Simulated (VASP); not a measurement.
# Ru (P6_3/mmc) in VASP: relaxation of cell and atoms with PBEsol

Aim: the relaxation of cell and atoms of Ru with PBEsol.

Everything below comes from runs of VASP 6.6.1. Logs are shortened: lines on timing, memory, paths and dates and some standing lists are left out, and cuts for length are marked.

## (1) The cell of the first run

The structure is hexagonal, space group P6_3/mmc (No. 194). The conventional cell has a = 2.706 Å, b = 2.706 Å, c = 4.282 Å, α = 90.00°, β = 90.00°, γ = 120.00°. Ru (site symmetry -6m2) has 12 Ru at 2.65 to 2.71 Å within 3.5 Å.

## (2) Relaxation of cell and atoms, PBEsol

File INCAR:

```
PREC = Accurate ; ENCUT = 600
EDIFF = 1E-6 ; ISMEAR = -1
SIGMA = 0.1 ; LREAL = False
LASPH = True ; NELM = 60
ALGO = Normal ; ISIF = 3
LWAVE = False ; LCHARG = False
GGA = PS ; IBRION = 2
NSW = 100 ; EDIFFG = -0.002
```

File KPOINTS:

```
regular mesh
0
Gamma
  20 20 12
```

File POSCAR:

```
Ru
1.0
    2.7058000000      0.0000000000      0.0000000000
   -1.3529000000      2.3432915376      0.0000000000
    0.0000000000      0.0000000000      4.2819000000
Ru
2
Direct
    0.3333333333      0.6666666667      0.2500000000
    0.6666666667      0.3333333333      0.7500000000
```

Potentials or basis: VASP PAW PBE potentials, release 64 (Ru_pv).

The run is started by

```
cat potpaw_PBE.64/Ru_pv/POTCAR > POTCAR
mpirun -np 1 vasp_std > vasp.out
```

OUTCAR:

```text
PREC = Accurate
   ENCUT = 600
   EDIFF = 1E-6
   ISMEAR = -1
   LREAL = False
   LASPH = True
   NELM = 60
   ISIF = 3
   GGA = PS
   IBRION = 2
   NSW = 100
   EDIFFG = -0.002

 ion  position               nearest neighbor table
   1  0.333  0.667  0.250-   2 2.65   2 2.65   2 2.65   2 2.65   2 2.65   2 2.65
   2  0.667  0.333  0.750-   1 2.65   1 2.65   1 2.65   1 2.65   1 2.65   1 2.65

  LATTYP: Found a hexagonal cell.
 ALAT       =     2.7058000000
 C/A-ratio  =     1.5824894671

  Lattice vectors:

 A1 = (   2.7058000000,   0.0000000000,   0.0000000000)
 A2 = (  -1.3529000000,   2.3432915376,   0.0000000000)
 A3 = (   0.0000000000,   0.0000000000,   4.2819000000)

Analysis of symmetry for initial positions (statically):
=====================================================================
 Subroutine PRICEL returns:
 Original cell was already a primitive cell.

 Routine SETGRP: Setting up the symmetry group for a
 hexagonal supercell.

 Subroutine GETGRP returns: Found 24 space group operations
 (whereof 12 operations were pure point group operations)
 out of a pool of 24 trial point group operations.

The static configuration has the point symmetry D_3d.
 The point group associated with its full space group is D_6h.

Analysis of symmetry for dynamics (positions and initial velocities):
=====================================================================
 Subroutine PRICEL returns:
 Original cell was already a primitive cell.

 Routine SETGRP: Setting up the symmetry group for a
 hexagonal supercell.

 Subroutine GETGRP returns: Found 24 space group operations
 (whereof 12 operations were pure point group operations)
 out of a pool of 24 trial point group operations.

The dynamic configuration has the point symmetry D_3d.
 The point group associated with its full space group is D_6h.

 Subroutine INISYM returns: Found 24 space group operations
 (whereof 12 operations are pure point group operations),
 and found     1 'primitive' translations

----------------------------------------------------------------------------------------

                                     Primitive cell

  volume of cell :      27.1493

[... 106 lines left out ...]
   IMIX   =      4    mixing-type and parameters
     AMIX     =   0.40;   BMIX     =  1.00
     AMIX_MAG =   1.60;   BMIX_MAG =  1.00
  volume/ion in A,a.u.               =      13.57        91.61
  Fermi-wavevector in a.u.,A,eV,Ry     =   1.654022  3.125649 37.222674  2.735789
  Thomas-Fermi vector in A             =   2.742361
   LORBIT       =      0    0 simple, 1 ext, 2 COOP (PROOUT), +10 PAW based schemes
   GGA     = PS    functional components
   LHFCALC =     F    Hartree Fock is set to
   AEXX    =    0.0000 exact exchange contribution
   IVDW    =     0    specifies the selected vdW correction
   LEPSILON=     F    determine dielectric tensor
   LRPA    =     F    only Hartree local field effects (RPA)
 conjugate gradient relaxation of ions
 non-spin polarized calculation
  energy-cutoff  :      600.00
  volume of cell :       27.15
 maximum number of plane-waves:       935
 NGX is ok and might be reduce to    24
   NGX = 11   NGY = 11   NGZ = 17

--------------------------------------- Ionic step        1  -------------------------------------------

 number of electron      28.0000002 magnetization

 Free energy of the ion-electron system (eV)
  ---------------------------------------------------
  ext. energy  EPLUGINS =         0.00000000
  ---------------------------------------------------
  free energy    TOTEN  =       -20.35960343 eV

  energy without entropy =      -20.30598246  energy(sigma->0) =      -20.33279294

------------------------ aborting loop because EDIFF is reached ----------------------------------------

  FORCE on cell =-STRESS in cart. coord.  units (eV):
  Direction    XX          YY          ZZ          XY          YZ          ZX
  --------------------------------------------------------------------------------------
  -------------------------------------------------------------------------------------
  Total       -0.9586998     -0.9586998     -1.2429176     -0.0000000      0.0000000      0.0000000
  in kB      -56.5763195    -56.5763196    -73.3490332     -0.0000000      0.0000000      0.0000000
  external PRESSURE =     -62.1672241 kB  Pullay stress =       0.0000000 kB
[... 89 lines left out ...]
  FREE ENERGIE OF THE ION-ELECTRON SYSTEM (eV)
  ---------------------------------------------------
  free  energy   TOTEN  =       -20.3697391484 eV

  energy  without entropy=      -20.3176953583  energy(sigma->0) =      -20.34371725

[... ionic steps 4 to 8 ...]

--------------------------------------- Ionic step        9  -------------------------------------------

 number of electron      27.9999996 magnetization

------------------------ aborting loop because EDIFF is reached ----------------------------------------
[... 67 lines left out ...]
--------------------------------------- Ionic step       11  -------------------------------------------

 number of electron      27.9999996 magnetization

 Free energy of the ion-electron system (eV)
  ---------------------------------------------------
  ext. energy  EPLUGINS =         0.00000000
  ---------------------------------------------------
  free energy    TOTEN  =       -20.36977435 eV

  energy without entropy =      -20.31781479  energy(sigma->0) =      -20.34379457

 E-fermi :  13.0670     XC(G=0): -14.3969

 val. band max:       13.0663134592   @ k =   0.4000   0.0500   0.3333
 cond. band min:      13.0680087973   @ k =   0.3000   0.1500   0.2500
 fundamental gap:      0.0016953381
 Fermi energy:        13.0670447134

 k-point     1 :       0.0000    0.0000    0.0000
  band No.  band energies     occupation
      1     -30.6349      2.00000
      2     -29.6372      2.00000
      3     -29.6372      2.00000
      4     -29.4534      2.00000
      5     -29.4534      2.00000
      6     -29.4049      2.00000
[... 481 lines left out ...]
      5     -29.5741      2.00000
      6     -29.5708      2.00000
[... 10 lines left out ...]
     17      14.8105      0.00000
     18      22.2816      0.00000

 [... further k-points ...]

------------------------ aborting loop because EDIFF is reached ----------------------------------------

  FORCE on cell =-STRESS in cart. coord.  units (eV):
  Direction    XX          YY          ZZ          XY          YZ          ZX
  --------------------------------------------------------------------------------------
  -------------------------------------------------------------------------------------
  Total       -0.0023741     -0.0023741     -0.0027297      0.0000000     -0.0000000      0.0000000
  in kB       -0.1427268     -0.1427268     -0.1641079      0.0000000     -0.0000000      0.0000000
  external PRESSURE =      -0.1498538 kB  Pullay stress =       0.0000000 kB
[... 17 lines left out ...]
  FREE ENERGIE OF THE ION-ELECTRON SYSTEM (eV)
  ---------------------------------------------------
  free  energy   TOTEN  =       -20.3697743510 eV

  energy  without entropy=      -20.3178147941  energy(sigma->0) =      -20.34379457

 reached required accuracy - stopping structural energy minimisation
```

Wall time 8 min (1 thread of Intel Xeon Platinum 8259CL at 2.50GHz (Skylake/Cascade Lake), shared host); peak memory 0.29 GiB.

What came out:

```yaml
Free_energy: -20.3698 eV
Relaxed_volume: 13.32 Å³/atom
Relaxed_cell: a = 2.692 Å, b = 2.692 Å, c = 4.248 Å, α = 90.00°, β = 90.00°, γ = 120.00°
Space_group_after_relaxing_to_0.05_Å: P6_3/mmc (No. 194)
Energy_gained_by_relaxing: 5.1 meV/atom
Ionic_steps: 11
Pressure_after_relaxing: 0.0 GPa
Band_gap_on_the_k_mesh: zero (band 14 reaches 14.70 eV, above the bottom of band 15 at 11.36 eV)
```

Step by step:
```tsv
step	energy change (eV)	largest force (eV/Å)	pressure (GPa)	volume (Å³)
1	0.0000	0.0000	-6.22	27.15
2	0.0966	0.0000	23.67	25.13
3	-0.0101	0.0000	-0.18	26.66
4	-0.0101	0.0000	0.06	26.64
5	-0.0102	0.0000	-0.02	26.65
6	-0.0102	0.0000	0.01	26.65
7	-0.0102	0.0000	0.03	26.65
8	-0.0102	0.0000	0.02	26.65
9	-0.0102	0.0000	0.02	26.65
10	-0.0102	0.0000	-0.03	26.65
11	-0.0102	0.0000	-0.01	26.65
```

Final structure:
```yaml
crystal:
  lattice:
    - [2.69154, 0.00000, 0.00000]
    - [-1.34577, 2.33094, 0.00000]
    - [0.00000, 0.00000, 4.24779]
  atoms:
    - { symbol: Ru, position: [0.33333, 0.66667, 0.25000] }
    - { symbol: Ru, position: [0.66667, 0.33333, 0.75000] }
```

Levels at points of the mesh, in eV from the Fermi level:
```csv
k point,band 12,band 13,band 14,band 15,band 16,band 17
"(0.00, 0.00, 0.00)",-1.99,-1.99,-1.47,-1.47,1.21,1.21
"(0.50, 0.00, 0.00)",-1.89,-1.58,1.45,1.88,1.99,4.13
"(0.00, 0.00, 0.50)",-2.88,-2.81,-2.81,0.55,0.55,0.55
"(0.50, 0.00, 0.50)",-1.12,0.42,0.42,1.71,1.71,3.42
```

Caveat: the PAW data sets were made with another functional, which shifts forces and pressure a little.
